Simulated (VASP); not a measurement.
# SnO2 (R-3m) in VASP: a series of runs, part 2 of 2

VASP 6.6.1. Earlier steps stand in the parts before.

## Step 4: Single point, PBEsol

This run uses another cell than the first one, of 12.08 Å³/atom, 1.011 times its volume.

INCAR reads:

```
PREC = Accurate
ENCUT = 520
EDIFF = 1E-7
ISMEAR = 0
SIGMA = 0.05
LREAL = False
LASPH = True
NELM = 100
ALGO = Normal
ISIF = 2
LWAVE = False
LCHARG = False
GGA = PS
NBANDS = 20
```

KPOINTS reads:

```
regular mesh
0
Gamma
  12 12 12
```

POSCAR reads:

```
SnO2
1.0
    1.6053951390      0.9268753157      4.0575333333
   -1.6053951390      0.9268753157      4.0575333333
    0.0000000000     -1.8537506314      4.0575333333
Sn O
1 2
Direct
    0.5000000000      0.5000000000      0.5000000000
    0.2414378084      0.2414378084      0.2414378084
    0.7585621916      0.7585621916      0.7585621916
```

Potentials or basis: VASP PAW PBE potentials, release 64 (Sn_d, O).

On the command line:

```
$ cat potpaw_PBE.64/Sn_d/POTCAR potpaw_PBE.64/O/POTCAR > POTCAR
$ mpirun -np 1 vasp_std > vasp.out
```

OUTCAR:

```text
PREC = Accurate
   ENCUT = 520
   EDIFF = 1E-7
   ISMEAR = 0
   LREAL = False
   LASPH = True
   NELM = 100
   ISIF = 2
   GGA = PS

 ion  position               nearest neighbor table
   1  0.500  0.500  0.500-   2 2.07   2 2.07   3 2.07   3 2.07   2 2.07   3 2.07
   2  0.241  0.241  0.241-   1 2.07   1 2.07   1 2.07
   3  0.759  0.759  0.759-   1 2.07   1 2.07   1 2.07

  LATTYP: Found a trigonal (rhomboedric) cell.
 ALAT       =     4.4609380352
 COS(alpha) =     0.7409751078

  Lattice vectors:

 A1 = (   1.6053951390,   0.9268753157,   4.0575333333)
 A2 = (  -1.6053951390,   0.9268753157,   4.0575333333)
 A3 = (   0.0000000000,  -1.8537506314,   4.0575333333)

Analysis of symmetry for initial positions (statically):
=====================================================================
 Subroutine PRICEL returns:
 Original cell was already a primitive cell.

 Routine SETGRP: Setting up the symmetry group for a
 trigonal (rhombohedral) supercell.

 Subroutine GETGRP returns: Found 12 space group operations
 (whereof 12 operations were pure point group operations)
 out of a pool of 12 trial point group operations.

The static configuration has the point symmetry D_3d.

Analysis of symmetry for dynamics (positions and initial velocities):
=====================================================================
 Subroutine PRICEL returns:
 Original cell was already a primitive cell.

 Routine SETGRP: Setting up the symmetry group for a
 trigonal (rhombohedral) supercell.

 Subroutine GETGRP returns: Found 12 space group operations
 (whereof 12 operations were pure point group operations)
 out of a pool of 12 trial point group operations.

The dynamic configuration has the point symmetry D_3d.

 Subroutine INISYM returns: Found 12 space group operations
 (whereof 12 operations are pure point group operations),
 and found     1 'primitive' translations

----------------------------------------------------------------------------------------

                                     Primitive cell

  volume of cell :      36.2257

  direct lattice vectors                    reciprocal lattice vectors
     1.605395139  0.926875316  4.057533333     0.311449803  0.179815628  0.082151718
    -1.605395139  0.926875316  4.057533333    -0.311449803  0.179815628  0.082151718
     0.000000000 -1.853750631  4.057533333     0.000000000 -0.359631255  0.082151718

  length of vectors
     4.460938035  4.460938035  4.460938035     0.368895032  0.368895032  0.368895032

  position of ions in fractional coordinates (direct lattice)
     0.500000000  0.500000000  0.500000000
     0.241437808  0.241437808  0.241437808
     0.758562192  0.758562192  0.758562192

  ion indices of the primitive-cell ions
   primitive index   ion index
                 1           1
                 2           2
                 3           3

----------------------------------------------------------------------------------------

 KPOINTS: regular mesh

Automatic generation of k-mesh.
 Grid dimensions read from file:
 generate k-points for:   12   12   12

 Generating k-lattice:

  Cartesian coordinates                     Fractional coordinates (reciprocal lattice)
     0.025954150  0.014984636  0.006845976     0.083333333 -0.000000000  0.000000000
    -0.025954150  0.014984636  0.006845976    -0.000000000  0.083333333  0.000000000
     0.000000000 -0.029969271  0.006845976     0.000000000  0.000000000  0.083333333

  Length of vectors
     0.030741253  0.030741253  0.030741253

  Shift w.r.t. Gamma in fractional coordinates (k-lattice)
     0.000000000  0.000000000  0.000000000

 Subroutine IBZKPT returns following result:
 ===========================================

 Found    189 irreducible k-points:

 Following reciprocal coordinates:
            Coordinates               Weight
  0.000000  0.000000  0.000000      1.000000
  0.083333 -0.000000 -0.000000      6.000000
  0.166667 -0.000000 -0.000000      6.000000
  0.250000  0.000000 -0.000000      6.000000
  0.333333 -0.000000 -0.000000      6.000000
  0.416667 -0.000000  0.000000      6.000000
[... 16 lines left out ...]
  0.500000  0.166667 -0.000000     12.000000
 -0.416667  0.166667  0.000000     12.000000
 [... further k-points ...]
   k-points           NKPTS =    189   k-points in BZ     NKDIM =    189   number of bands    NBANDS=     20
   number of dos      NEDOS =    301   number of ions     NIONS =      3
   total plane-waves  NPLWV =  46656
   dimension x,y,z NGX =    36 NGY =   36 NGZ =   36
   dimension x,y,z NGXF=    72 NGYF=   72 NGZF=   72
   ions per type =               1   2
   NGX,Y,Z   is equivalent  to a cutoff of  13.42, 13.42, 13.42 a.u.
   NGXF,Y,Z  is equivalent  to a cutoff of  26.83, 26.83, 26.83 a.u.
 SYSTEM =  unknown system
   PREC   = accura    normal or accurate (medium, high low for compatibility)
   ISTART =      0    job   : 0-new  1-cont  2-samecut
   ICHARG =      2    charge: 1-file 2-atom 10-const
   ISPIN  =      1    spin polarized calculation?
   LNONCOLLINEAR =      F non collinear calculations
   LSORBIT =      F    spin-orbit coupling
   LASPH  =      T    aspherical Exc in radial PAW
   ENCUT  =  520.0 eV  38.22 Ry    6.18 a.u.   8.29  8.29  8.29*2*pi/ulx,y,z
   NELM   =    100;   NELMIN=  2; NELMDL= -5     # of ELM steps
   EDIFF  = 0.1E-06   stopping-criterion for ELM
   LREAL  =      F    real-space projection
   EDIFFG = 0.1E-05   stopping-criterion for IOM
   NSW    =      0    number of steps for IOM
   IBRION =     -1    ionic relax: 0-MD 1-quasi-New 2-CG
   NFREE  =      0    steps in history (QN), initial steepest desc. (CG)
   ISIF   =      2    stress and relaxation
   ISYM   =      2    0-nonsym 1-usesym 2-fastsym
   POTIM  = 0.5000    time-step for ionic-motion
   TEBEG  =    0.0;   TEEND  =   0.0 temperature during run
   PSTRESS=    0.0 pullay stress
   NELECT =      26.0000    total number of electrons
   NUPDOWN=      -1.0000    fix difference up-down
   EMIN   =  10.00;   EMAX   =-10.00  energy-range for DOS
   EFERMI =   0.00;   METHOD = LEGACY
   ISMEAR =     0;   SIGMA  =   0.05  broadening in eV -4-tet -1-fermi 0-gaus
   EFERMI_NEDOS =   21; number of points for ismear=-14 and -15
   IALGO  =     38    algorithm
   IMIX   =      4    mixing-type and parameters
     AMIX     =   0.40;   BMIX     =  1.00
     AMIX_MAG =   1.60;   BMIX_MAG =  1.00
  volume/ion in A,a.u.               =      12.08        81.49
  Fermi-wavevector in a.u.,A,eV,Ry     =   1.465752  2.769869 29.231139  2.148428
  Thomas-Fermi vector in A             =   2.581571
   LORBIT       =      0    0 simple, 1 ext, 2 COOP (PROOUT), +10 PAW based schemes
   GGA     = PS    functional components
   LHFCALC =     F    Hartree Fock is set to
   AEXX    =    0.0000 exact exchange contribution
   IVDW    =     0    specifies the selected vdW correction
   LEPSILON=     F    determine dielectric tensor
   LRPA    =     F    only Hartree local field effects (RPA)
 non-spin polarized calculation
 Gauss-broadening in eV      SIGMA  =   0.05
  energy-cutoff  :      520.00
  volume of cell :       36.23
 maximum number of plane-waves:       991
 NGX is ok and might be reduce to    36
   NGX = 17   NGY = 17   NGZ = 17

 number of electron      25.9999999 magnetization

 Free energy of the ion-electron system (eV)
  ---------------------------------------------------
  ext. energy  EPLUGINS =         0.00000000
  ---------------------------------------------------
  free energy    TOTEN  =       -19.22346347 eV

  energy without entropy =      -19.22346347  energy(sigma->0) =      -19.22346347

 E-fermi :   5.9352     XC(G=0): -11.3897

 val. band max:        5.6286922535   @ k =   0.5000   0.5000  -0.0000
 cond. band min:       7.4457870935   @ k =   0.0000   0.0000   0.0000
 fundamental gap:      1.8170948401
 Fermi energy:         5.9351912953

 k-point     1 :       0.0000    0.0000    0.0000
  band No.  band energies     occupation
      1     -14.7083      2.00000
      2     -14.2065      2.00000
      3     -14.2065      2.00000
      4     -13.9487      2.00000
      5     -13.9487      2.00000
      6     -12.8922      2.00000
[... 12 lines left out ...]
     19      22.6150      0.00000
     20      22.6150      0.00000
[... 507 lines left out ...]
 k-point    24 :      -0.4167    0.1667    0.0000
  band No.  band energies     occupation
      1     -15.0922      2.00000
      2     -14.3563      2.00000
      3     -14.0820      2.00000
      4     -13.9308      2.00000
      5     -13.8885      2.00000
      6     -11.1497      2.00000
[... 12 lines left out ...]
     19      20.0851      0.00000
     20      20.9592      0.00000

 [... further k-points ...]
[... 5 lines left out ...]
  --------------------------------------------------------------------------------------
  -------------------------------------------------------------------------------------
  Total        2.5913268      2.5913268      2.1990386      0.0000000      0.0000000      0.0000000
  in kB      114.6083245    114.6083245     97.2583346      0.0000000      0.0000000      0.0000000
  external PRESSURE =     108.8249946 kB  Pullay stress =       0.0000000 kB

 VOLUME and BASIS-vectors are now :
 -----------------------------------------------------------------------------
  energy-cutoff  :      520.00
  volume of cell :       36.23
      direct lattice vectors                 reciprocal lattice vectors
     1.605395139  0.926875316  4.057533333     0.311449803  0.179815628  0.082151718
    -1.605395139  0.926875316  4.057533333    -0.311449803  0.179815628  0.082151718
     0.000000000 -1.853750631  4.057533333     0.000000000 -0.359631255  0.082151718

 POSITION                                       TOTAL-FORCE (eV/Angst)
 -----------------------------------------------------------------------------------
      0.00000      0.00000      6.08630        -0.000000      0.000000      0.000000
      0.00000      0.00000      2.93893         0.000000     -0.000000      1.077830
      0.00000      0.00000      9.23367         0.000000     -0.000000     -1.077830
 -----------------------------------------------------------------------------------
    total drift:                               -0.000000     -0.000000      0.000000

  FREE ENERGIE OF THE ION-ELECTRON SYSTEM (eV)
  ---------------------------------------------------
  free  energy   TOTEN  =       -19.2234634656 eV

  energy  without entropy=      -19.2234634656  energy(sigma->0) =      -19.22346347
```

stdout:

```text
POSCAR found type information on POSCAR SnO
 POSCAR found :  2 types and       3 ions
 scaLAPACK will be used
 -----------------------------------------------------------------------------
|                                                                             |
|                                                                             |
|     You enforced a specific xc type in the INCAR file but a different       |
|     I HOPE YOU KNOW WHAT YOU ARE DOING!                                     |
|                                                                             |
 -----------------------------------------------------------------------------

 LDA part: xc-table for (Slater+PW92), standard interpolation
 POSCAR, INCAR and KPOINTS ok, starting setup
 FFT: planning ... GRIDC
 FFT: planning ... GRID_SOFT
 FFT: planning ... GRID
 WAVECAR not read
 entering main loop
```

Run time: 2.6 min. Hardware: 1 thread of Intel Xeon Platinum 8259CL at 2.50GHz (Skylake/Cascade Lake), shared host; peak memory 0.29 GiB.

Results:

```
Free energy            : -19.2235 eV
Pressure               : 10.9 GPa
Largest force          : 1.078 eV/Å
Band gap on the k mesh : 1.82 eV, indirect (least direct gap 1.86 eV)
```

Forces on the atoms (eV/Å):
```
Sn   0.000  0.000  0.000
O    0.000  0.000  1.078
O    0.000  0.000 -1.078
```

Stress tensor (GPa, compression positive):
```
11.46  0.00  0.00
 0.00 11.46  0.00
 0.00  0.00  9.73
```

Caveat: the PAW data sets were made with another functional, which shifts forces and pressure a little; spin-orbit coupling is left out, which moves the levels of the heavy elements.

## Step 5: The runs side by side

```csv
cell,gap on the mesh (eV),pressure (GPa),largest force (eV/Å)
"a = 4.652 Å, angles 39.0°, 3 atoms",2.54,21.6,1.28
"a = 4.556 Å, angles 40.5°, 3 atoms",2.18,15.9,1.17
"a = 4.461 Å, angles 42.2°, 3 atoms",1.82,10.9,1.08
```

Alike in all rows: task single point; level PBEsol; potentials or basis VASP PAW PBE potentials, release 64 (Sn_d, O); no spin polarisation; k mesh 12 × 12 × 12; cutoff (eV) 520; smearing gaussian 0.05 eV.

Caveats: the PAW data sets were made with another functional, which shifts forces and pressure a little; spin-orbit coupling is left out, which moves the levels of the heavy elements.

Absolute energies hang on the potentials; compare differences alone.
